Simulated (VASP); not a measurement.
# HfO2 (R-3m) in VASP: single point with HSE06

Aim: the single point of HfO2 with HSE06.

Program: VASP 6.6.1. These are calculated values, not measurements. Logs are shortened: lines on timing, memory, paths and dates and some standing lists are left out, and cuts for length are marked.

## 1. The cell of the first run

The structure is trigonal, space group R-3m (No. 166). The conventional cell has a = 3.577 Å, b = 3.577 Å, c = 9.157 Å, α = 90.00°, β = 90.00°, γ = 120.00°. Within 2.9 Å of Hf (site symmetry -3m) lie 8 O at 2.21 to 2.28 Å. Within 2.9 Å of O (site symmetry 3m) lie 4 Hf at 2.21 to 2.28 Å and 6 O at 2.55 to 2.58 Å.

## 2. Single point, HSE06 (strain along [111] +4.5%)

POSCAR

```
HfO2
1.0
    0.0762126939      2.6053950133      2.6053950133
    2.6053950133      0.0762126939      2.6053950133
    2.6053950133      2.6053950133      0.0762126939
Hf O
1 2
Direct
    0.0000000000      0.0000000000      0.0000000000
    0.2487273966      0.2487273966      0.2487273966
    0.7512726034      0.7512726034      0.7512726034
```

INCAR.step1

```
ALGO     = Normal         # electronic algorithm
EDIFF    = 1E-5           # SCF threshold, eV
ENCUT    = 520            # plane-wave cutoff, eV
GGA      = PE             # functional
ISIF     = 2              # what is computed and relaxed
ISMEAR   = 0              # smearing method
KPAR     = 4            
LASPH    = T              # aspherical terms in the spheres
LCHARG   = F              # write CHGCAR
LREAL    = F              # projectors in reciprocal space
LWAVE    = T              # write WAVECAR
NBANDS   = 18             # bands
NELM     = 80             # most SCF steps
PREC     = Accurate       # precision mode
SIGMA    = 0.01           # smearing width, eV
```

INCAR.step2

```
ALGO     = Normal         # electronic algorithm
EDIFF    = 1E-6           # SCF threshold, eV
ENCUT    = 520            # plane-wave cutoff, eV
GGA      = PE             # functional
HFSCREEN = 0.2079         # screening, 1/A
ISIF     = 2              # what is computed and relaxed
ISMEAR   = 0              # smearing method
ISTART   = 1            
KPAR     = 4            
LASPH    = T              # aspherical terms in the spheres
LCHARG   = F              # write CHGCAR
LHFCALC  = T              # exact exchange
LREAL    = F              # projectors in reciprocal space
LWAVE    = F              # write WAVECAR
NBANDS   = 18             # bands
NELM     = 80             # most SCF steps
PREC     = Accurate       # precision mode
PRECFOCK = Normal       
SIGMA    = 0.01           # smearing width, eV
```

KPOINTS

```
k-points
0
Gamma
  6 6 6
```

Potentials or basis: VASP PAW PBE potentials, release 64 (Hf_pv, O).

Launch:

```
$ cat potpaw_PBE.64/Hf_pv/POTCAR potpaw_PBE.64/O/POTCAR > POTCAR
$ cp INCAR.step1 INCAR
$ mpirun -np 4 vasp_std > vasp.out
$ cp INCAR.step2 INCAR
$ mpirun -np 4 vasp_std > vasp.out
```

OUTCAR:

```text
EDIFF = 1E-6
   ENCUT = 520
   GGA = PE
   HFSCREEN = 0.2079
   ISIF = 2
   ISMEAR = 0
   ISTART = 1
   LASPH = T
   LHFCALC = T
   LREAL = F
   NELM = 80
   PREC = Accurate
   PRECFOCK = Normal

 ion  position               nearest neighbor table
   1  0.000  0.000  0.000-   3 2.21   3 2.21   3 2.21   2 2.21   2 2.21   2 2.21   3 2.28   2 2.28

   2  0.249  0.249  0.249-   1 2.21   1 2.21   1 2.21   1 2.28
   3  0.751  0.751  0.751-   1 2.21   1 2.21   1 2.21   1 2.28

  LATTYP: Found a trigonal (rhomboedric) cell.
 ALAT       =     3.6853730782
 COS(alpha) =     0.5290255405

  Lattice vectors:

 A1 = (   0.0762126939,   2.6053950133,   2.6053950133)
 A2 = (   2.6053950133,   0.0762126939,   2.6053950133)
 A3 = (   2.6053950133,   2.6053950133,   0.0762126939)

Analysis of symmetry for initial positions (statically):
=====================================================================
 Subroutine PRICEL returns:
 Original cell was already a primitive cell.

 Routine SETGRP: Setting up the symmetry group for a
 trigonal (rhombohedral) supercell.

 Subroutine GETGRP returns: Found 12 space group operations
 (whereof 12 operations were pure point group operations)
 out of a pool of 12 trial point group operations.

The static configuration has the point symmetry D_3d.

Analysis of symmetry for dynamics (positions and initial velocities):
=====================================================================
 Subroutine PRICEL returns:
 Original cell was already a primitive cell.

 Routine SETGRP: Setting up the symmetry group for a
 trigonal (rhombohedral) supercell.

 Subroutine GETGRP returns: Found 12 space group operations
 (whereof 12 operations were pure point group operations)
 out of a pool of 12 trial point group operations.

The dynamic configuration has the point symmetry D_3d.

 Subroutine INISYM returns: Found 12 space group operations
 (whereof 12 operations are pure point group operations),
 and found     1 'primitive' translations

----------------------------------------------------------------------------------------

                                     Primitive cell

  volume of cell :      33.8197

  direct lattice vectors                    reciprocal lattice vectors
     0.076212694  2.605395013  2.605395013    -0.200542107  0.194842596  0.194842596
     2.605395013  0.076212694  2.605395013     0.194842596 -0.200542107  0.194842596
     2.605395013  2.605395013  0.076212694     0.194842596  0.194842596 -0.200542107

  length of vectors
     3.685373078  3.685373078  3.685373078     0.340799664  0.340799664  0.340799664

  position of ions in fractional coordinates (direct lattice)
     0.000000000  0.000000000  0.000000000
     0.248727397  0.248727397  0.248727397
     0.751272603  0.751272603  0.751272603

  ion indices of the primitive-cell ions
   primitive index   ion index
                 1           1
                 2           2
                 3           3

----------------------------------------------------------------------------------------

 KPOINTS: k-points

Automatic generation of k-mesh.
 Grid dimensions read from file:
 generate k-points for:    6    6    6

 Generating k-lattice:

  Cartesian coordinates                     Fractional coordinates (reciprocal lattice)
    -0.033423685  0.032473766  0.032473766     0.166666667  0.000000000 -0.000000000
     0.032473766 -0.033423685  0.032473766     0.000000000  0.166666667 -0.000000000
     0.032473766  0.032473766 -0.033423685    -0.000000000 -0.000000000  0.166666667

  Length of vectors
     0.056799944  0.056799944  0.056799944

  Shift w.r.t. Gamma in fractional coordinates (k-lattice)
     0.000000000  0.000000000  0.000000000

 Subroutine IBZKPT returns following result:
 ===========================================

 Found     32 irreducible k-points:

 Following reciprocal coordinates:
            Coordinates               Weight
  0.000000  0.000000  0.000000      1.000000
  0.166667 -0.000000 -0.000000      6.000000
  0.333333  0.000000 -0.000000      6.000000
  0.500000  0.000000  0.000000      3.000000
  0.166667  0.166667 -0.000000      6.000000
  0.333333  0.166667 -0.000000     12.000000
[... 16 lines left out ...]
  0.500000  0.500000  0.166667      6.000000
 -0.333333  0.500000  0.166667     12.000000
 [... further k-points ...]
   k-points           NKPTS =     32   k-points in BZ     NKDIM =    216   number of bands    NBANDS=     18
   number of dos      NEDOS =    301   number of ions     NIONS =      3
   total plane-waves  NPLWV =  21952
   dimension x,y,z NGX =    28 NGY =   28 NGZ =   28
   dimension x,y,z NGXF=    56 NGYF=   56 NGZF=   56
   ions per type =               1   2
   NGX,Y,Z   is equivalent  to a cutoff of  12.63, 12.63, 12.63 a.u.
   NGXF,Y,Z  is equivalent  to a cutoff of  25.26, 25.26, 25.26 a.u.
 SYSTEM =  unknown system
   PREC   = accura    normal or accurate (medium, high low for compatibility)
   ISTART =      1    job   : 0-new  1-cont  2-samecut
   ICHARG =      0    charge: 1-file 2-atom 10-const
   ISPIN  =      1    spin polarized calculation?
   LNONCOLLINEAR =      F non collinear calculations
   LSORBIT =      F    spin-orbit coupling
   LASPH  =      T    aspherical Exc in radial PAW
   ENCUT  =  520.0 eV  38.22 Ry    6.18 a.u.   6.85  6.85  6.85*2*pi/ulx,y,z
   NELM   =     80;   NELMIN=  2; NELMDL=  0     # of ELM steps
   EDIFF  = 0.1E-05   stopping-criterion for ELM
   LREAL  =      F    real-space projection
   EDIFFG = 0.1E-04   stopping-criterion for IOM
   NSW    =      0    number of steps for IOM
   IBRION =     -1    ionic relax: 0-MD 1-quasi-New 2-CG
   NFREE  =      0    steps in history (QN), initial steepest desc. (CG)
   ISIF   =      2    stress and relaxation
   ISYM   =      3    0-nonsym 1-usesym 2-fastsym
   POTIM  = 0.5000    time-step for ionic-motion
   TEBEG  =    0.0;   TEEND  =   0.0 temperature during run
   PSTRESS=    0.0 pullay stress
   NELECT =      22.0000    total number of electrons
   NUPDOWN=      -1.0000    fix difference up-down
   EMIN   =  10.00;   EMAX   =-10.00  energy-range for DOS
   EFERMI =   0.00;   METHOD = LEGACY
   ISMEAR =     0;   SIGMA  =   0.01  broadening in eV -4-tet -1-fermi 0-gaus
   EFERMI_NEDOS =   21; number of points for ismear=-14 and -15
   IALGO  =     38    algorithm
   IMIX   =      1    mixing-type and parameters
     AMIX     =   0.40;   BMIX     =  1.00
     AMIX_MAG =   1.60;   BMIX_MAG =  1.00
  volume/ion in A,a.u.               =      11.27        76.08
  Fermi-wavevector in a.u.,A,eV,Ry     =   1.418488  2.680554 27.376410  2.012109
  Thomas-Fermi vector in A             =   2.539609
   LORBIT       =      0    0 simple, 1 ext, 2 COOP (PROOUT), +10 PAW based schemes
   GGA     = PE    functional components
   LHFCALC =     T    Hartree Fock is set to
   PRECFOCK=normal    Normal, Fast or Accurate (Low or Medium for compatibility)
   ENCUT4O =  -1.0   cutoff for four orbital integrals eV
   NKREDX  =     1    reduce k-point grid by
   NKREDY  =     1    reduce k-point grid by
   NKREDZ  =     1    reduce k-point grid by
   AEXX    =    0.2500 exact exchange contribution
   HFSCREEN=    0.2079 screening length (either q_TF or 0.3 A-1)
   HFSCREENC=   0.2079 screening length for correlation (either q_TF or 0.3 A-1)
   ENCUTFOCK=  -1.0 apply spherical cutoff to Coloumb kernel
   IVDW    =     0    specifies the selected vdW correction
   LEPSILON=     F    determine dielectric tensor
   LRPA    =     F    only Hartree local field effects (RPA)
 non-spin polarized calculation
 Gauss-broadening in eV      SIGMA  =   0.01
  energy-cutoff  :      520.00
  volume of cell :       33.82
 maximum number of plane-waves:       933
  NGX = 24; NGY = 24; NGZ = 24

 number of electron      21.9999994 magnetization

 Free energy of the ion-electron system (eV)
  ---------------------------------------------------
  ext. energy  EPLUGINS =         0.00000000
  ---------------------------------------------------
  free energy    TOTEN  =       -36.14953096 eV

  energy without entropy =      -36.14953096  energy(sigma->0) =      -36.14953096

 E-fermi :   3.0611     XC(G=0):  -9.5422

 val. band max:        2.9241130404   @ k =   0.5000   0.5000  -0.0000
 cond. band min:       8.1612081279   @ k =   0.5000   0.5000  -0.0000
 fundamental gap:      5.2370950875
 Fermi energy:         3.0611420454

 k-point     1 :       0.0000    0.0000    0.0000
  band No.  band energies     occupation
      1     -28.4844      2.00000
      2     -28.4620      2.00000
      3     -28.4620      2.00000
      4     -17.2850      2.00000
      5     -14.2747      2.00000
      6      -2.6892      2.00000
[... 10 lines left out ...]
     17      14.8944      0.00000
     18      17.7402      0.00000

 k-point     2 :       0.1667   -0.0000   -0.0000
  band No.  band energies     occupation
      1     -28.5845      2.00000
      2     -28.4940      2.00000
      3     -28.4779      2.00000
      4     -16.9201      2.00000
      5     -14.5565      2.00000
      6      -2.3939      2.00000
[... 10 lines left out ...]
     17      14.4795      0.00000
     18      17.8910      0.00000

 k-point     3 :       0.3333    0.0000   -0.0000
  band No.  band energies     occupation
      1     -28.8120      2.00000
      2     -28.5168      2.00000
      3     -28.5097      2.00000
      4     -16.2548      2.00000
      5     -14.9447      2.00000
      6      -1.7895      2.00000
[... 10 lines left out ...]
     17      14.1310      0.00000
     18      16.6852      0.00000

 k-point     4 :       0.5000    0.0000    0.0000
  band No.  band energies     occupation
      1     -28.9196      2.00000
      2     -28.5280      2.00000
      3     -28.5255      2.00000
      4     -16.0564      2.00000
      5     -14.9505      2.00000
      6      -1.5077      2.00000
[... 10 lines left out ...]
     17      13.9146      0.00000
     18      17.1373      0.00000

 k-point     5 :       0.1667    0.1667   -0.0000
  band No.  band energies     occupation
      1     -28.5935      2.00000
      2     -28.5104      2.00000
      3     -28.4934      2.00000
      4     -16.8021      2.00000
      5     -14.6413      2.00000
      6      -2.3483      2.00000
[... 10 lines left out ...]
     17      14.2056      0.00000
     18      17.6683      0.00000

 k-point     6 :       0.3333    0.1667   -0.0000
  band No.  band energies     occupation
      1     -28.7507      2.00000
      2     -28.5431      2.00000
      3     -28.5361      2.00000
      4     -16.1910      2.00000
      5     -15.0116      2.00000
      6      -1.9046      2.00000
[... 307 lines left out ...]
 k-point    21 :      -0.3333    0.3333    0.1667
  band No.  band energies     occupation
      1     -28.8332      2.00000
      2     -28.6885      2.00000
      3     -28.5732      2.00000
      4     -15.5774      2.00000
      5     -15.1951      2.00000
      6      -2.2622      2.00000
[... 10 lines left out ...]
     17      16.1820      0.00000
     18      18.0129      0.00000

 k-point    22 :      -0.1667    0.3333    0.1667
  band No.  band energies     occupation
      1     -28.8335      2.00000
      2     -28.6318      2.00000
      3     -28.5526      2.00000
      4     -15.6445      2.00000
      5     -15.2859      2.00000
      6      -2.2386      2.00000
[... 10 lines left out ...]
     17      15.4729      0.00000
     18      17.9336      0.00000

 k-point    23 :       0.5000    0.5000    0.1667
  band No.  band energies     occupation
      1     -28.8593      2.00000
      2     -28.6449      2.00000
      3     -28.5656      2.00000
      4     -15.4467      2.00000
      5     -15.3511      2.00000
      6      -3.1439      2.00000
[... 10 lines left out ...]
     17      16.0913      0.00000
     18      18.3065      0.00000

 k-point    24 :      -0.3333    0.5000    0.1667
  band No.  band energies     occupation
      1     -28.8546      2.00000
      2     -28.6795      2.00000
      3     -28.5976      2.00000
      4     -15.4573      2.00000
      5     -15.2332      2.00000
      6      -3.1513      2.00000
[... 10 lines left out ...]
     17      17.5171      0.00000
     18      18.2778      0.00000

 [... further k-points ...]

------------------------ aborting loop because EDIFF is reached ----------------------------------------

  FORCE on cell =-STRESS in cart. coord.  units (eV):
  Direction    XX          YY          ZZ          XY          YZ          ZX
  --------------------------------------------------------------------------------------
  -------------------------------------------------------------------------------------
  Total       -3.2299211     -3.2299211     -3.2299211     -0.3489643     -0.3489643     -0.3489643
  in kB     -153.0145377   -153.0145377   -153.0145377    -16.5318602    -16.5318602    -16.5318602
  external PRESSURE =    -153.0145377 kB  Pullay stress =       0.0000000 kB

 VOLUME and BASIS-vectors are now :
 -----------------------------------------------------------------------------
  energy-cutoff  :      520.00
  volume of cell :       33.82
      direct lattice vectors                 reciprocal lattice vectors
     0.076212694  2.605395013  2.605395013    -0.200542107  0.194842596  0.194842596
     2.605395013  0.076212694  2.605395013     0.194842596 -0.200542107  0.194842596
     2.605395013  2.605395013  0.076212694     0.194842596  0.194842596 -0.200542107

 POSITION                                       TOTAL-FORCE (eV/Angst)
 -----------------------------------------------------------------------------------
      0.00000      0.00000      0.00000         0.000000      0.000000      0.000000
      1.31502      1.31502      1.31502         0.029085      0.029085      0.029085
      3.97198      3.97198      3.97198        -0.029085     -0.029085     -0.029085
 -----------------------------------------------------------------------------------
    total drift:                               -0.000000     -0.000001     -0.000000

  FREE ENERGIE OF THE ION-ELECTRON SYSTEM (eV)
  ---------------------------------------------------
  free  energy   TOTEN  =       -36.1495309591 eV

  energy  without entropy=      -36.1495309591  energy(sigma->0) =      -36.14953096
```

It took 30 min on 4 MPI ranks of Intel Xeon Platinum 8375C at 2.90GHz (Ice Lake), shared host; peak memory 0.27 GiB.

What came out:

| Quantity | Value |
| --- | --- |
| Free energy | -36.1495 eV |
| Pressure | -15.3 GPa |
| Largest force | 0.050 eV/Å |
| Band gap on the k mesh | 5.24 eV |

Forces in eV/Å, atoms in the order of the input:
```
Hf   0.000  0.000  0.000
O    0.029  0.029  0.029
O   -0.029 -0.029 -0.029
```

Stress tensor (GPa, compression positive):
```
-15.30  -1.65  -1.65
 -1.65 -15.30  -1.65
 -1.65  -1.65 -15.30
```

Caveat: the cell differs from its parent crystal (strain along [111] +4.5%); the cell stands under tension; the PAW data sets were made with another functional, which shifts forces and pressure a little; spin-orbit coupling is left out, which moves the levels of the heavy elements. A k mesh can miss the band edges.
